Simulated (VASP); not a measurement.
Input of a VASP 6.6.1 run:

File INCAR:

```
SYSTEM = NaF
  PREC = Accurate
  ENCUT = 520
  EDIFF = 1E-6
  ISMEAR = 0
  SIGMA = 0.01
  LREAL = .False.
  LASPH = .True.
  NELM = 100
  ALGO = Normal
  ISIF = 2
  LWAVE = .False.
  LCHARG = .False.
  GGA = PE
  NBANDS = 14
```

The input KPOINTS:

```
regular mesh
0
Gamma
  8 8 8
  0 0 0
```

File POSCAR:

```
NaF
1.0
    0.0000000000      2.2971680799      2.2971680799
    2.2971680799      0.0000000000      2.2971680799
    2.2971680799      2.2971680799      0.0000000000
Na F
1 1
Direct
    0.0000000000      0.0000000000      0.0000000000
    0.5000000000      0.5000000000      0.5000000000
```

Potentials or basis: VASP PAW PBE potentials, release 64 (Na_pv, F).

The run is started by

```bash
$ cat potpaw_PBE.64/Na_pv/POTCAR potpaw_PBE.64/F/POTCAR > POTCAR
$ mpirun -np 1 vasp_std > vasp.out
```

Task: Predict the pressure.

Result: 3.5 GPa.

Task: What does it give for the band gap on the k mesh?

Result: 6.44 eV, direct.

A hybrid or GW would open this gap; PBE tends to underestimate it.
